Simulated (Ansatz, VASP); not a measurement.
## BeZn2S2O in VASP and in Ansatz

```
Be Zn S O
1.0
     5.79786    0.00000    0.00000
    -2.89893    5.02109    0.00000
     0.00000    0.00000    7.82172
Be Zn S O
2 4 4 2
Direct
  0.00000 0.00000 0.60159
  0.00000 0.00000 0.39841
  0.33333 0.66667 0.67891
  0.66667 0.33333 0.67891
  0.66667 0.33333 0.32109
  0.33333 0.66667 0.32109
  0.50000 0.00000 0.50000
  0.00000 0.50000 0.50000
  0.50000 0.50000 0.50000
  0.00000 0.00000 0.00000
  0.00000 0.00000 0.23162
  0.00000 0.00000 0.76838
```

Alike in both runs: task single point; functional PBE; k mesh 3 × 3 × 2; occupations gaussian, width 0.1 eV; collinear spin.

|  | VASP | Ansatz |
| --- | --- | --- |
| version | VASP 6.6.1 | Ansatz 0.2.0 |
| potentials or method | VASP PAW PBE potentials, release 64 (Be, Zn, S, O), cutoff 520 eV | scalar-relativistic, plane waves, PAW |
| valence electrons in the cell | 88 | 88 |

|  | VASP | Ansatz | Ansatz less VASP |
| --- | --- | --- | --- |
| gap on the k mesh at the Fermi level (eV) | none | none | - |
| pressure (GPa) | 21.4 | 21.4 | +0.01 |
| traceless stress, the component that is largest in VASP (GPa) | 7.44 | 7.76 | +0.313 |
| rms of the force components (eV/Å) | 1.640 | 1.643 | +0.0027 |
| net moment per atom (μB) | 0.08 | 0.08 | +0.001 |
| size of the moment on the site where the two differ most (μB) | 0.52 | 0.32 | -0.207 |

Site moments also hang on the region over which each program counts them. Atom by atom the forces differ by 0.063 eV/Å (rms over components). A gap of «none» marks a metal or a gap that the smearing closes.

The k mesh is coarse, so the values compare programs but aren't converged.
